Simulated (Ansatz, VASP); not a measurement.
## One calculation of Si4BW, two programs

File INCAR:

```
SYSTEM = Si4BW
PREC = Accurate
ENCUT = 520
EDIFF = 1E-6
ISMEAR = 0
SIGMA = 0.1
LREAL = .FALSE.
LASPH = .TRUE.
NELM = 80
ALGO = Normal
ISIF = 2
LWAVE = .FALSE.
LCHARG = .FALSE.
GGA = PE
NBANDS = 26
```

Contents of KPOINTS:

```
regular mesh
0
G
  4 4 4
  0 0 0
```

The input POSCAR:

```
Si4BW
1.0
   -2.7674593400      2.7674593400      2.6810913900
    2.7674593400     -2.7674593400      2.6810913900
    2.7674593400      2.7674593400     -2.6810913900
Si B W
4 1 1
Direct
    0.0000000000      0.2956176300      0.2956176300
    0.0000000000      0.7043823700      0.7043823700
    0.2956176300      0.0000000000      0.2956176300
    0.7043823700      0.0000000000      0.7043823700
    0.0000000000      0.0000000000      0.0000000000
    0.5000000000      0.5000000000      0.0000000000
```

Input for Ansatz:

```yaml
crystal:
  lattice:
    - [-2.76745934, 2.76745934, 2.68109139]
    - [2.76745934, -2.76745934, 2.68109139]
    - [2.76745934, 2.76745934, -2.68109139]
  atoms:
    - { symbol: Si, position: [0.0, 0.29561763, 0.29561763] }
    - { symbol: Si, position: [0.0, 0.70438237, 0.70438237] }
    - { symbol: Si, position: [0.29561763, 0.0, 0.29561763] }
    - { symbol: Si, position: [0.70438237, 0.0, 0.70438237] }
    - { symbol: B, position: [0.0, 0.0, 0.0] }
    - { symbol: W, position: [0.5, 0.5, 0.0] }
basis:
  ecutwfc: 420
kpoints:
  mp_grid: { grid: [4, 4, 4] }
hamiltonian:
  xc: pbe
scf:
  occupations: { method: gaussian, width: 0.1 }
  lower_state_search: "off"
output:
  forces: true
  stress: true
  eigenvalues: true
```

Alike in both runs: task single point; functional PBE; k mesh 4 × 4 × 4; occupations gaussian, width 0.1 eV; no spin polarisation.

```csv
,VASP,Ansatz
version,VASP 6.6.1,Ansatz 0.2.0
potentials or method,"VASP PAW PBE potentials, release 64 (Si, B, W_sv), cutoff 520 eV","scalar-relativistic, plane waves, PAW"
valence electrons in the cell,33,33
```

Ansatz gave:

| Property | Result |
| --- | --- |
| gap on the k mesh at the Fermi level (eV) | none |
| rms of the force components (eV/Å) | 4.328 |

Question: Which values does VASP return?

Answer: gap on the k mesh at the Fermi level (eV): none; rms of the force components (eV/Å): 4.309.

Atom by atom the forces differ by 0.019 eV/Å (rms over components). A gap of «none» marks a metal or a gap that the smearing closes.

The k mesh is coarse, so the values compare programs but aren't converged. Neither program's run includes spin-orbit coupling.
